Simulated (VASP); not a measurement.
Input of a VASP 6.6.1 run:

File INCAR:

```
SYSTEM = Ca2Pd
PREC = Accurate
ENCUT = 500
EDIFF = 1E-6
ISMEAR = -1
SIGMA = 0.05
LREAL = .False.
LASPH = .True.
NELM = 120
ALGO = Normal
ISIF = 2
LWAVE = .False.
LCHARG = .False.
GGA = PS
NBANDS = 22
GGA_COMPAT = .False.
```

KPOINTS

```
regular mesh
0
Gamma
  9 9 9
  0 0 0
```

File POSCAR:

```
Ca2Pd
1.0
    0.0000000000      2.9333027023      2.9333027023
    2.9333027023      0.0000000000      2.9333027023
    2.9333027023      2.9333027023      0.0000000000
Pd Ca
1 2
Direct
    0.0000000000      0.0000000000      0.0000000000
    0.2500000000      0.2500000000      0.2500000000
    0.7500000000      0.7500000000      0.7500000000
```

Potentials or basis: VASP PAW PBE potentials, release 64 (Pd, Ca_sv).

Run with:

```bash
$ cat potpaw_PBE.64/Pd/POTCAR potpaw_PBE.64/Ca_sv/POTCAR > POTCAR
$ mpirun -np 1 vasp_std > vasp.out
```

Problem. What does it give for the pressure?

Solution. 53.7 GPa.

Problem. Predict the band gap on the k mesh.

Solution. Zero (band 15 reaches 7.93 eV, above the bottom of band 16 at 7.45 eV).

Caveat: the PAW data sets were made with another functional, which shifts forces and pressure a little.
